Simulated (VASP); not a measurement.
The system is In2GaP3.

```
Ga In P
1.0
     4.07059    0.00000    0.00000
    -2.03529    3.52523    0.00000
     0.00000    0.00000    9.99974
Ga In P
1 2 3
Cartesian
  0.0000 0.0000 0.0091
  2.0353 1.1751 6.7365
  0.0000 2.3502 3.2748
  2.0353 1.1751 9.2953
  0.0000 2.3502 5.8184
  0.0000 0.0000 2.3651
```

Base run:

```yaml
Program: VASP 6.6.1
Functional: r2SCAN
Potentials_or_basis: VASP PAW PBE potentials, release 64 (Ga_d, In_d, P)
Cutoff: 520 eV
k_mesh: 12 × 12 × 4
Occupations: gaussian, width 0.01 eV
Spin: no spin polarisation
```

Its results: band gap on the k mesh 0.94 eV; pressure -0.1 GPa; largest force 0.011 eV/Å.

The run is repeated on the same cell with these changes: functional from r2SCAN to PBE; further incar settings from ALGO = Normal; EDIFF = 1e-06; NBANDS = 36 to ALGO = Normal; EDIFF = 1e-07; NBANDS = 36. What comes out?

Band gap on the k mesh 0.56 eV; pressure 1.8 GPa; largest force 0.058 eV/Å.

Caveats: spin-orbit coupling is left out, which moves the levels of the heavy elements; the PAW data sets were made with another functional, which shifts forces and pressure a little (at least some runs).

A k mesh can miss the band edges.
